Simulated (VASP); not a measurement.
# Si (C2/m) in VASP: single point with PBE

Aim: the single point of Si with PBE.

Program: VASP 6.6.1. These are calculated values, not measurements. Logs are shortened: lines on timing, memory, paths and dates and some standing lists are left out, and cuts for length are marked.

**1. The cell of the first run**

It takes space group C2/m (No. 12, monoclinic). Conventional cell: a = 6.699 Å, b = 3.868 Å, c = 6.699 Å, α = 90.00°, β = 109.47°, γ = 90.00°. Si (site symmetry m) has 4 Si at 2.37 Å within 3.1 Å. Within 3.1 Å of Si (site symmetry m) lie 4 Si at 2.37 Å.

**2. Single point, PBE (atoms displaced along a vibrational mode)**

INCAR reads:

```
  PREC = Accurate
  ENCUT = 520
  EDIFF = 1E-6
  ISMEAR = 0
  SIGMA = 0.05
  LREAL = F
  LASPH = T
  NELM = 60
  ALGO = Normal
  ISIF = 2
  LWAVE = F
  LCHARG = F
  GGA = PE
  NBANDS = 16
  ISYM = 0
```

KPOINTS reads:

```
Automatic mesh
0
Gamma
  12 12 8
```

POSCAR reads:

```
Si
1.0
    0.0000000000     -2.7348811941     -2.7348811941
   -2.7348811941      0.0000000000     -2.7348811941
    2.7348811941      2.7348811941     -5.4697623882
Si
4
Direct
    0.7611955940      0.7444022017      0.7500000027
    0.2388044060      0.2555977983      0.2499999973
    0.3861955940      0.3694022017      0.8750000027
    0.8638044060      0.8805977983      0.3749999973
```

Potentials or basis: VASP PAW PBE potentials, release 64 (Si).

On the command line:

```
$ cat potpaw_PBE.64/Si/POTCAR > POTCAR
$ mpirun -np 1 vasp_std > vasp.out
```

OUTCAR:

```text
PREC = Accurate
   ENCUT = 520
   EDIFF = 1E-6
   ISMEAR = 0
   LREAL = F
   LASPH = T
   NELM = 60
   ISIF = 2
   GGA = PE
   ISYM = 0

 ion  position               nearest neighbor table
   1  0.761  0.744  0.750-   3 2.37   3 2.37   3 2.37   4 2.37
   2  0.239  0.256  0.250-   4 2.37   4 2.37   4 2.37   3 2.37
   3  0.386  0.369  0.875-   1 2.37   1 2.37   1 2.37   2 2.37
   4  0.864  0.881  0.375-   2 2.37   2 2.37   2 2.37   1 2.37

IMPORTANT INFORMATION: All symmetrisations will be switched off!
NOSYMM: (Re-)initialisation of all symmetry stuff for point group C_1.

----------------------------------------------------------------------------------------

                                     Primitive cell

  volume of cell :      81.8230

  direct lattice vectors                    reciprocal lattice vectors
     0.000000000 -2.734881194 -2.734881194     0.091411649 -0.274234947 -0.091411649
    -2.734881194  0.000000000 -2.734881194    -0.274234947  0.091411649 -0.091411649
     2.734881194  2.734881194 -5.469762388     0.091411649  0.091411649 -0.091411649

  length of vectors
     3.867706076  3.867706076  6.699063433     0.303178141  0.303178141  0.158329621

  position of ions in fractional coordinates (direct lattice)
     0.761195594  0.744402202  0.750000003
     0.238804406  0.255597798  0.249999997
     0.386195594  0.369402202  0.875000003
     0.863804406  0.880597798  0.374999997

  ion indices of the primitive-cell ions
   primitive index   ion index
                 1           1
                 2           2
                 3           3
                 4           4

----------------------------------------------------------------------------------------

 KPOINTS: Automatic mesh

Automatic generation of k-mesh.
 Grid dimensions read from file:
 generate k-points for:   12   12    8

 Generating k-lattice:

  Cartesian coordinates                     Fractional coordinates (reciprocal lattice)
     0.007617637 -0.022852912 -0.007617637     0.083333333  0.000000000 -0.000000000
    -0.022852912  0.007617637 -0.007617637     0.000000000  0.083333333 -0.000000000
     0.011426456  0.011426456 -0.011426456     0.000000000  0.000000000  0.125000000

  Length of vectors
     0.025264845  0.025264845  0.019791203

  Shift w.r.t. Gamma in fractional coordinates (k-lattice)
     0.000000000  0.000000000  0.000000000

 -----------------------------------------------------------------------------
|                                                                             |
|           W    W    AA    RRRRR   N    N  II  N    N   GGGG   !!!           |
|           W    W   A  A   R    R  NN   N  II  NN   N  G    G  !!!           |
|           W    W  A    A  R    R  N N  N  II  N N  N  G       !!!           |
|           W WW W  AAAAAA  RRRRR   N  N N  II  N  N N  G  GGG   !            |
|           WW  WW  A    A  R   R   N   NN  II  N   NN  G    G                |
|           W    W  A    A  R    R  N    N  II  N    N   GGGG   !!!           |
|                                                                             |
|     Your reciprocal lattice and k-lattice belong to different lattice       |
|     classes:                                                                |
|                                                                             |
|        The reciprocal lattice is rhombohedral (trigonal),                   |
|        whereas your k-lattice is base-centered monoclinic.                  |
|                                                                             |
|     Results are often still useful ...                                      |
|                                                                             |
 -----------------------------------------------------------------------------

 WARNING: IBZKPT: internal override: KBLOWUP is changed to .FALSE.
      ... skipping the blow-up phase ...

 Subroutine IBZKPT returns following result:
 ===========================================

 Found    580 irreducible k-points:

 Following reciprocal coordinates:
            Coordinates               Weight
  0.000000  0.000000  0.000000      1.000000
  0.083333  0.000000  0.000000      2.000000
  0.166667  0.000000  0.000000      2.000000
  0.250000  0.000000  0.000000      2.000000
  0.333333  0.000000 -0.000000      2.000000
  0.416667  0.000000 -0.000000      2.000000
[... 16 lines left out ...]
  0.250000  0.166667 -0.000000      2.000000
  0.333333  0.166667 -0.000000      2.000000
 [... further k-points ...]
   k-points           NKPTS =    580   k-points in BZ     NKDIM =    580   number of bands    NBANDS=     16
   number of dos      NEDOS =    301   number of ions     NIONS =      4
   total plane-waves  NPLWV =  45000
   dimension x,y,z NGX =    30 NGY =   30 NGZ =   50
   dimension x,y,z NGXF=    60 NGYF=   60 NGZF=  100
   ions per type =               4
   NGX,Y,Z   is equivalent  to a cutoff of  12.89, 12.89, 12.41 a.u.
   NGXF,Y,Z  is equivalent  to a cutoff of  25.79, 25.79, 24.82 a.u.
 SYSTEM =  unknown system
   PREC   = accura    normal or accurate (medium, high low for compatibility)
   ISTART =      0    job   : 0-new  1-cont  2-samecut
   ICHARG =      2    charge: 1-file 2-atom 10-const
   ISPIN  =      1    spin polarized calculation?
   LNONCOLLINEAR =      F non collinear calculations
   LSORBIT =      F    spin-orbit coupling
   LASPH  =      T    aspherical Exc in radial PAW
   ENCUT  =  520.0 eV  38.22 Ry    6.18 a.u.   7.19  7.19 12.46*2*pi/ulx,y,z
   NELM   =     60;   NELMIN=  2; NELMDL= -5     # of ELM steps
   EDIFF  = 0.1E-05   stopping-criterion for ELM
   LREAL  =      F    real-space projection
   EDIFFG = 0.1E-04   stopping-criterion for IOM
   NSW    =      0    number of steps for IOM
   IBRION =     -1    ionic relax: 0-MD 1-quasi-New 2-CG
   NFREE  =      0    steps in history (QN), initial steepest desc. (CG)
   ISIF   =      2    stress and relaxation
   ISYM   =      0    0-nonsym 1-usesym 2-fastsym
   POTIM  = 0.5000    time-step for ionic-motion
   TEBEG  =    0.0;   TEEND  =   0.0 temperature during run
   PSTRESS=    0.0 pullay stress
   NELECT =      16.0000    total number of electrons
   NUPDOWN=      -1.0000    fix difference up-down
   EMIN   =  10.00;   EMAX   =-10.00  energy-range for DOS
   EFERMI =   0.00;   METHOD = LEGACY
   ISMEAR =     0;   SIGMA  =   0.05  broadening in eV -4-tet -1-fermi 0-gaus
   EFERMI_NEDOS =   21; number of points for ismear=-14 and -15
   IALGO  =     38    algorithm
   IMIX   =      4    mixing-type and parameters
     AMIX     =   0.40;   BMIX     =  1.00
     AMIX_MAG =   1.60;   BMIX_MAG =  1.00
  volume/ion in A,a.u.               =      20.46       138.04
  Fermi-wavevector in a.u.,A,eV,Ry     =   0.950218  1.795651 12.284882  0.902913
  Thomas-Fermi vector in A             =   2.078574
   LORBIT       =      0    0 simple, 1 ext, 2 COOP (PROOUT), +10 PAW based schemes
   GGA     = PE    functional components
   LHFCALC =     F    Hartree Fock is set to
   AEXX    =    0.0000 exact exchange contribution
   IVDW    =     0    specifies the selected vdW correction
   LEPSILON=     F    determine dielectric tensor
   LRPA    =     F    only Hartree local field effects (RPA)
 non-spin polarized calculation
 Gauss-broadening in eV      SIGMA  =   0.05
  energy-cutoff  :      520.00
  volume of cell :       81.82
 maximum number of plane-waves:      2224
 NGX is ok and might be reduce to    30
   NGX = 15   NGY = 15   NGZ = 25

 number of electron      16.0000000 magnetization

 Free energy of the ion-electron system (eV)
  ---------------------------------------------------
  ext. energy  EPLUGINS =         0.00000000
  ---------------------------------------------------
  free energy    TOTEN  =       -21.69608514 eV

  energy without entropy =      -21.69608514  energy(sigma->0) =      -21.69608514

 E-fermi :   5.8696     XC(G=0):  -9.3262

 val. band max:        5.6146664917   @ k =   0.0000   0.0000   0.0000
 cond. band min:       6.2446342595   @ k =  -0.4167   0.0000   0.3750
 fundamental gap:      0.6299677678
 Fermi energy:         5.8695610855

 k-point     1 :       0.0000    0.0000    0.0000
  band No.  band energies     occupation
      1      -6.2002      2.00000
      2      -3.9238      2.00000
      3      -1.2529      2.00000
      4       4.4336      2.00000
      5       4.4339      2.00000
      6       5.6036      2.00000
[... 8 lines left out ...]
     15       8.9631      0.00000
     16      13.2536      0.00000

 k-point     2 :       0.0833    0.0000    0.0000
  band No.  band energies     occupation
      1      -6.1182      2.00000
      2      -3.8551      2.00000
      3      -1.1990      2.00000
      4       3.7950      2.00000
      5       4.3181      2.00000
      6       4.9286      2.00000
[... 8 lines left out ...]
     15       9.3175      0.00000
     16      12.8320      0.00000

 k-point     3 :       0.1667    0.0000    0.0000
  band No.  band energies     occupation
      1      -5.8738      2.00000
      2      -3.6536      2.00000
      3      -1.0632      2.00000
      4       2.6708      2.00000
      5       3.6861      2.00000
      6       4.0506      2.00000
[... 8 lines left out ...]
     15      10.3739      0.00000
     16      12.1927      0.00000

 k-point     4 :       0.2500    0.0000    0.0000
  band No.  band energies     occupation
      1      -5.4723      2.00000
      2      -3.3412      2.00000
      3      -0.9585      2.00000
      4       1.7007      2.00000
      5       2.4041      2.00000
      6       3.7633      2.00000
[... 8 lines left out ...]
     15      11.0540      0.00000
     16      12.4867      0.00000

 k-point     5 :       0.3333    0.0000   -0.0000
  band No.  band energies     occupation
      1      -4.9252      2.00000
      2      -3.0051      2.00000
      3      -1.1003      2.00000
      4       1.2073      2.00000
      5       1.3016      2.00000
      6       3.5428      2.00000
[... 8 lines left out ...]
     15      12.0177      0.00000
     16      12.5830      0.00000

 k-point     6 :       0.4167    0.0000   -0.0000
  band No.  band energies     occupation
      1      -4.2580      2.00000
      2      -2.9853      2.00000
      3      -1.2066      2.00000
      4       0.1495      2.00000
      5       1.5560      2.00000
      6       2.8855      2.00000
[... 8 lines left out ...]
     15      11.8975      0.00000
     16      11.9771      0.00000
[... 267 lines left out ...]
 k-point    21 :       0.0833    0.1667    0.0000
  band No.  band energies     occupation
      1      -5.9404      2.00000
      2      -3.7795      2.00000
      3      -1.0187      2.00000
      4       3.0626      2.00000
      5       3.9165      2.00000
      6       4.0281      2.00000
[... 8 lines left out ...]
     15      10.2838      0.00000
     16      12.3370      0.00000

 k-point    22 :       0.1667    0.1667   -0.0000
  band No.  band energies     occupation
      1      -5.8457      2.00000
      2      -3.7639      2.00000
      3      -0.9086      2.00000
      4       2.8801      2.00000
      5       3.2450      2.00000
      6       3.8742      2.00000
[... 8 lines left out ...]
     15      10.8810      0.00000
     16      11.9693      0.00000

 k-point    23 :       0.2500    0.1667   -0.0000
  band No.  band energies     occupation
      1      -5.5911      2.00000
      2      -3.6123      2.00000
      3      -0.7721      2.00000
      4       2.3126      2.00000
      5       2.4593      2.00000
      6       3.5003      2.00000
[... 8 lines left out ...]
     15      11.1854      0.00000
     16      11.5060      0.00000

 k-point    24 :       0.3333    0.1667   -0.0000
  band No.  band energies     occupation
      1      -5.1821      2.00000
      2      -3.3463      2.00000
      3      -0.7484      2.00000
      4       1.6657      2.00000
      5       1.7840      2.00000
      6       3.0418      2.00000
[... 8 lines left out ...]
     15      10.4895      0.00000
     16      12.8568      0.00000

 [... further k-points ...]

------------------------ aborting loop because EDIFF is reached ----------------------------------------

  FORCE on cell =-STRESS in cart. coord.  units (eV):
  Direction    XX          YY          ZZ          XY          YZ          ZX
  --------------------------------------------------------------------------------------
  -------------------------------------------------------------------------------------
  Total       -0.0373490     -0.0448111     -0.0373241     -0.0080144      0.0079954      0.0145011
  in kB       -0.7313315     -0.8774467     -0.7308435     -0.1569297      0.1565582      0.2839463
  external PRESSURE =      -0.7798739 kB  Pullay stress =       0.0000000 kB

 VOLUME and BASIS-vectors are now :
 -----------------------------------------------------------------------------
  energy-cutoff  :      520.00
  volume of cell :       81.82
      direct lattice vectors                 reciprocal lattice vectors
     0.000000000 -2.734881194 -2.734881194     0.091411649 -0.274234947 -0.091411649
    -2.734881194  0.000000000 -2.734881194    -0.274234947  0.091411649 -0.091411649
     2.734881194  2.734881194 -5.469762388     0.091411649  0.091411649 -0.091411649

 POSITION                                       TOTAL-FORCE (eV/Angst)
 -----------------------------------------------------------------------------------
      0.01531     -0.03062     -8.21995        -0.024271      0.035575      0.024279
     -0.01531      0.03062     -2.71957         0.015273     -0.043519     -0.015266
      1.38275      1.33682     -6.85251        -0.015267      0.043526      0.015269
     -1.38275     -1.33682     -6.82189         0.024265     -0.035582     -0.024282
 -----------------------------------------------------------------------------------
    total drift:                               -0.000003     -0.000003      0.000001

  FREE ENERGIE OF THE ION-ELECTRON SYSTEM (eV)
  ---------------------------------------------------
  free  energy   TOTEN  =       -21.6960851421 eV

  energy  without entropy=      -21.6960851421  energy(sigma->0) =      -21.69608514
```

Run time: 7.5 min. Hardware: 1 thread of Intel Xeon Platinum 8488C (Sapphire Rapids), shared host; peak memory 0.6 GiB.

What came out:

```
Free energy            : -21.6961 eV
Pressure               : -0.1 GPa
Largest force          : 0.049 eV/Å
Band gap on the k mesh : 0.63 eV
```

Forces on the atoms (eV/Å):
```
Si  -0.024  0.036  0.024
Si   0.015 -0.044 -0.015
Si  -0.015  0.044  0.015
Si   0.024 -0.036 -0.024
```

Caveat: the cell differs from its parent crystal (atoms displaced along a vibrational mode).
